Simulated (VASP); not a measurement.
# Zn (P6_3/mmc) in VASP: a series of runs, part 2 of 2

VASP 6.6.1. Earlier steps stand in the parts before.

## 3. Single point, r2SCAN

This run uses another cell than the first one, of 14.56 Å³/atom, 1.004 times its volume.

The input, POSCAR:

```
Zn
1.0
    2.5953344779      0.0000000000      0.0000000000
   -1.2976672390      2.2476255892      0.0000000000
    0.0000000000      0.0000000000      4.9905328455
Zn
2
Direct
    0.3333333333      0.6666666667      0.2500000000
    0.6666666667      0.3333333333      0.7500000000
```

The input, INCAR.step1:

```
SYSTEM = Zn
PREC = Accurate
ENCUT = 520
ISMEAR = 0
SIGMA = 0.1
LREAL = .False.
LASPH = .True.
NELM = 100
NBANDS = 19
GGA = PE
ALGO = Normal
EDIFF = 1E-4
LWAVE = .True.
LCHARG = .False.
```

The input, INCAR.step2:

```
SYSTEM = Zn
PREC = Accurate
ENCUT = 520
EDIFF = 1E-7
ISMEAR = 0
SIGMA = 0.1
LREAL = .False.
LASPH = .True.
NELM = 100
ALGO = Normal
ISIF = 2
LWAVE = .False.
LCHARG = .True.
METAGGA = R2SCAN
LMIXTAU = .True.
LELF = .True.
LVHAR = .True.
NBANDS = 19
ISTART = 1
```

The input, KPOINTS:

```
Automatic mesh
0
Gamma
  18 18 8
  0 0 0
```

Potentials or basis: VASP PAW PBE potentials, release 64 (Zn).

Launch:

```bash
cat potpaw_PBE.64/Zn/POTCAR > POTCAR
cp INCAR.step1 INCAR
mpirun -np 1 vasp_std > vasp.out
cp INCAR.step2 INCAR
mpirun -np 1 vasp_std > vasp.out
```

OUTCAR:

```text
SYSTEM = Zn
   PREC = Accurate
   ENCUT = 520
   EDIFF = 1E-7
   ISMEAR = 0
   LREAL = .False.
   LASPH = .True.
   NELM = 100
   ISIF = 2
   METAGGA = R2SCAN
   ISTART = 1

 ion  position               nearest neighbor table
   1  0.333  0.667  0.250-   2 2.91   2 2.91   2 2.91   2 2.91   2 2.91   2 2.91
   2  0.667  0.333  0.750-   1 2.91   1 2.91   1 2.91   1 2.91   1 2.91   1 2.91

  LATTYP: Found a hexagonal cell.
 ALAT       =     2.5953344779
 C/A-ratio  =     1.9228861975

  Lattice vectors:

 A1 = (   2.5953344779,   0.0000000000,   0.0000000000)
 A2 = (  -1.2976672390,   2.2476255892,   0.0000000000)
 A3 = (   0.0000000000,   0.0000000000,   4.9905328455)

Analysis of symmetry for initial positions (statically):
=====================================================================
 Subroutine PRICEL returns:
 Original cell was already a primitive cell.

 Routine SETGRP: Setting up the symmetry group for a
 hexagonal supercell.

 Subroutine GETGRP returns: Found 24 space group operations
 (whereof 12 operations were pure point group operations)
 out of a pool of 24 trial point group operations.

The static configuration has the point symmetry D_3d.
 The point group associated with its full space group is D_6h.

Analysis of symmetry for dynamics (positions and initial velocities):
=====================================================================
 Subroutine PRICEL returns:
 Original cell was already a primitive cell.

 Routine SETGRP: Setting up the symmetry group for a
 hexagonal supercell.

 Subroutine GETGRP returns: Found 24 space group operations
 (whereof 12 operations were pure point group operations)
 out of a pool of 24 trial point group operations.

The dynamic configuration has the point symmetry D_3d.
 The point group associated with its full space group is D_6h.

 Subroutine INISYM returns: Found 24 space group operations
 (whereof 12 operations are pure point group operations),
 and found     1 'primitive' translations
[... 105 lines left out ...]
   PSTRESS=    0.0 pullay stress
   NELECT =      24.0000    total number of electrons
   NUPDOWN=      -1.0000    fix difference up-down
   EMIN   =  10.00;   EMAX   =-10.00  energy-range for DOS
   EFERMI =   0.00;   METHOD = LEGACY
   ISMEAR =     0;   SIGMA  =   0.10  broadening in eV -4-tet -1-fermi 0-gaus
   EFERMI_NEDOS =   21; number of points for ismear=-14 and -15
   IALGO  =     38    algorithm
   IMIX   =      4    mixing-type and parameters
     AMIX     =   0.40;   BMIX     =  1.00
     AMIX_MAG =   1.60;   BMIX_MAG =  1.00
  volume/ion in A,a.u.               =      14.56        98.23
  Fermi-wavevector in a.u.,A,eV,Ry     =   1.535055  2.900833 32.060670  2.356393
  Thomas-Fermi vector in A             =   2.641897
   LORBIT       =      0    0 simple, 1 ext, 2 COOP (PROOUT), +10 PAW based schemes
   METAGGA = R2SCAN    functional components
   LHFCALC =     F    Hartree Fock is set to
   AEXX    =    0.0000 exact exchange contribution
   IVDW    =     0    specifies the selected vdW correction
   LEPSILON=     F    determine dielectric tensor
   LRPA    =     F    only Hartree local field effects (RPA)
 non-spin polarized calculation
 Gauss-broadening in eV      SIGMA  =   0.10
  energy-cutoff  :      520.00
  volume of cell :       29.11
 maximum number of plane-waves:       800
 NGX is ok and might be reduce to    20
   NGX =  9   NGY =  9   NGZ = 19

 number of electron      24.0000030 magnetization

 Free energy of the ion-electron system (eV)
  ---------------------------------------------------
  ext. energy  EPLUGINS =         0.00000000
  ---------------------------------------------------
  free energy    TOTEN  =       -17.80278486 eV

  energy without entropy =      -17.80064910  energy(sigma->0) =      -17.80171698

 E-fermi :   3.3331     XC(G=0): -12.8787

 val. band max:        3.3264709471   @ k =   0.2778   0.1667   0.0000
 cond. band min:       3.3537592983   @ k =   0.3333   0.1111   0.0000
 fundamental gap:      0.0272883512
 Fermi energy:         3.3330796377

 k-point     1 :       0.0000    0.0000    0.0000
  band No.  band energies     occupation
      1      -7.9424      2.00000
      2      -5.9788      2.00000
      3      -5.1379      2.00000
      4      -4.8349      2.00000
      5      -4.8347      2.00000
      6      -4.7879      2.00000
[... 505 lines left out ...]
      6      -4.6650      2.00000
[... 11 lines left out ...]
     18      17.5129      0.00000
     19      18.9091      0.00000

 [... further k-points ...]
[... 5 lines left out ...]
  --------------------------------------------------------------------------------------
  -------------------------------------------------------------------------------------
  Total        0.1114263      0.1114263      0.0470901     -0.0000000     -0.0000000      0.0000000
  in kB        6.1324534      6.1324534      2.5916501     -0.0000000     -0.0000000      0.0000000
  external PRESSURE =       4.9521856 kB  Pullay stress =       0.0000000 kB

 VOLUME and BASIS-vectors are now :
 -----------------------------------------------------------------------------
  energy-cutoff  :      520.00
  volume of cell :       29.11
      direct lattice vectors                 reciprocal lattice vectors
     2.595334478  0.000000000  0.000000000     0.385306791  0.222456980  0.000000000
    -1.297667239  2.247625589  0.000000000     0.000000000  0.444913959  0.000000000
     0.000000000  0.000000000  4.990532845     0.000000000  0.000000000  0.200379405

 POSITION                                       TOTAL-FORCE (eV/Angst)
 -----------------------------------------------------------------------------------
     -0.00000      1.49842      1.24763         0.000000      0.000000      0.000000
      1.29767      0.74921      3.74290        -0.000000     -0.000000      0.000000
 -----------------------------------------------------------------------------------
    total drift:                               -0.000000      0.000000      0.000000

  FREE ENERGIE OF THE ION-ELECTRON SYSTEM (eV)
  ---------------------------------------------------
  free  energy   TOTEN  =       -17.8027848640 eV

  energy  without entropy=      -17.8006490999  energy(sigma->0) =      -17.80171698
```

OUTCAR.step1:

```text
SYSTEM = Zn
   PREC = Accurate
   ENCUT = 520
   ISMEAR = 0
   LREAL = .False.
   LASPH = .True.
[... 753 lines left out ...]
     -0.00000      1.49842      1.24763        -0.000000     -0.000000      0.000000
      1.29767      0.74921      3.74290         0.000000      0.000000      0.000000
 -----------------------------------------------------------------------------------
    total drift:                               -0.000000      0.000000      0.000000

  FREE ENERGIE OF THE ION-ELECTRON SYSTEM (eV)
  ---------------------------------------------------
  free  energy   TOTEN  =        -2.1987909843 eV

  energy  without entropy=       -2.1969490122  energy(sigma->0) =       -2.19787000
```

Run time: 6.1 min. Hardware: 1 thread of Intel Xeon Platinum 8488C (Sapphire Rapids), shared host; peak memory 0.21 GiB.

Results:

```yaml
Free_energy: -17.8028 eV
Pressure: 0.5 GPa
Band_gap_on_the_k_mesh: zero (band 12 reaches 5.08 eV, above the bottom of band 13 at -0.23 eV)
```

Caveat: the PAW data sets were made with another functional, which shifts forces and pressure a little.

## 4. Single point, r2SCAN (volume scaled by 0.94, then relaxed in part)

The input, POSCAR:

```
Zn
1.0
    2.5845098015      0.0000000000      0.0000000000
   -1.2922549008      2.2382511445      0.0000000000
    0.0000000000      0.0000000000      4.7304785461
Zn
2
Direct
    0.3333333333      0.6666666667      0.2500000000
    0.6666666667      0.3333333333      0.7500000000
```

The input, INCAR.step1:

```
SYSTEM = Zn
ALGO = Normal ; EDIFF = 1E-4
ENCUT = 520 ; GGA = PE
ISMEAR = 0 ; LASPH = .TRUE.
LCHARG = .FALSE. ; LREAL = .FALSE.
LWAVE = .TRUE. ; NBANDS = 19
NELM = 60 ; PREC = Accurate
SIGMA = 0.1
```

The input, INCAR.step2:

```
SYSTEM = Zn
ALGO = Normal ; EDIFF = 1E-7
ENCUT = 520 ; ISIF = 2
ISMEAR = 0 ; ISTART = 1
LASPH = .TRUE. ; LCHARG = .FALSE.
LMIXTAU = .TRUE. ; LREAL = .FALSE.
LWAVE = .FALSE. ; METAGGA = R2SCAN
NBANDS = 19 ; NELM = 60
PREC = Accurate ; SIGMA = 0.1
```

The input, KPOINTS:

```
k-points
0
G
  18 18 8
  0 0 0
```

Launch:

```bash
cat potpaw_PBE.64/Zn/POTCAR > POTCAR
cp INCAR.step1 INCAR
mpirun -np 1 vasp_std > vasp.out
cp INCAR.step2 INCAR
mpirun -np 1 vasp_std > vasp.out
```

It took 6.1 min on 1 thread of AMD EPYC 7R13 (Zen 3), shared host; peak memory 0.17 GiB.

Results (log left out):

* Free energy: -17.7777 eV
* Pressure: 5.4 GPa
* Band gap on the k mesh: zero (band 12 reaches 5.44 eV, above the bottom of band 13 at 0.93 eV)

Stress tensor (GPa, compression positive):
```
5.57 0.00 0.00
0.00 5.57 0.00
0.00 0.00 4.99
```

Levels at points of the mesh, in eV from the Fermi level:
| k point | band 10 | band 11 | band 12 | band 13 | band 14 | band 15 |
| --- | --- | --- | --- | --- | --- | --- |
| (0.00, 0.00, 0.00) | -7.70 | -7.70 | -4.44 | -2.98 | 15.81 | 19.30 |
| (0.50, 0.00, 0.00) | -7.47 | -3.54 | -2.51 | 3.09 | 3.73 | 5.08 |
| (0.00, 0.00, 0.50) | -7.81 | -7.81 | -7.81 | 5.37 | 5.37 | 21.04 |
| (0.50, 0.00, 0.50) | -7.48 | -2.51 | -2.51 | 0.31 | 0.31 | 11.60 |

Caveat: the cell differs from its parent crystal (volume scaled by 0.94, then relaxed in part); the PAW data sets were made with another functional, which shifts forces and pressure a little.

## 5. Single point, r2SCAN (volume scaled by 0.97, then relaxed in part)

The input, POSCAR:

```
Zn
1.0
    2.5920813913      0.0000000000      0.0000000000
   -1.2960406956      2.2448083336      0.0000000000
    0.0000000000      0.0000000000      4.8529750264
Zn
2
Direct
    0.3333333333      0.6666666667      0.2500000000
    0.6666666667      0.3333333333      0.7500000000
```

The input, INCAR.step1:

```
PREC = Accurate
ENCUT = 520
ISMEAR = 0
SIGMA = 0.1
LREAL = False
LASPH = True
NELM = 100
NBANDS = 19
GGA = PE
ALGO = Normal
EDIFF = 1E-4
LWAVE = True
LCHARG = False
```

The input, INCAR.step2:

```
PREC = Accurate
ENCUT = 520
EDIFF = 1E-6
ISMEAR = 0
SIGMA = 0.1
LREAL = False
LASPH = True
NELM = 100
ALGO = Normal
ISIF = 2
LWAVE = False
LCHARG = False
METAGGA = R2SCAN
LMIXTAU = True
NBANDS = 19
ISTART = 1
```

The input, KPOINTS:

```
regular mesh
0
Gamma
  18 18 8
```

Launch:

```bash
cat potpaw_PBE.64/Zn/POTCAR > POTCAR
cp INCAR.step1 INCAR
mpirun -np 1 vasp_std > vasp.out
cp INCAR.step2 INCAR
mpirun -np 1 vasp_std > vasp.out
```

Run time: 4.7 min. Hardware: 1 thread of AMD EPYC 7R13 (Zen 3), shared host; peak memory 0.17 GiB.

It converged, with:

* Free energy: -17.7973 eV
* Pressure: 2.6 GPa
* Band gap on the k mesh: zero (band 12 reaches 5.27 eV, above the bottom of band 13 at 0.36 eV)

Stress tensor (GPa, compression positive):
```
2.63 0.00 0.00
0.00 2.63 0.00
0.00 0.00 2.43
```

Levels at points of the mesh, in eV from the Fermi level:
```csv
k point,band 9,band 10,band 11,band 12,band 13,band 14,band 15,band 16
"(0.00, 0.00, 0.00)",-7.90,-7.67,-7.67,-4.39,-3.32,14.62,18.32,19.52
"(0.50, 0.00, 0.00)",-7.45,-7.43,-3.37,-2.40,2.81,3.69,4.72,5.96
"(0.00, 0.00, 0.50)",-7.77,-7.77,-7.77,-7.77,4.76,4.76,21.00,21.00
"(0.50, 0.00, 0.50)",-7.44,-7.44,-2.38,-2.38,0.31,0.31,11.01,11.01
```

Caveat: the cell differs from its parent crystal (volume scaled by 0.97, then relaxed in part); the PAW data sets were made with another functional, which shifts forces and pressure a little.

## 6. The runs side by side

| cell | smearing | gap on the mesh (eV) | pressure (GPa) |
| --- | --- | --- | --- |
| a = 2.602, b = 2.602, c = 4.949 Å, angles 90.0, 90.0, 120.0°, 2 atoms | fermi-dirac 0.15 eV | none | 0.5 |
| a = 2.595, b = 2.595, c = 4.991 Å, angles 90.0, 90.0, 120.0°, 2 atoms | gaussian 0.1 eV | none | 0.5 |
| a = 2.585, b = 2.585, c = 4.730 Å, angles 90.0, 90.0, 120.0°, 2 atoms | gaussian 0.1 eV | none | 5.4 |
| a = 2.592, b = 2.592, c = 4.853 Å, angles 90.0, 90.0, 120.0°, 2 atoms | gaussian 0.1 eV | none | 2.6 |

Alike in all rows: task single point; level r2SCAN; potentials or basis VASP PAW PBE potentials, release 64 (Zn); no spin polarisation; k mesh 18 × 18 × 8; cutoff (eV) 520.

Caveats: the PAW data sets were made with another functional, which shifts forces and pressure a little.

Absolute energies hang on the potentials; compare differences alone.
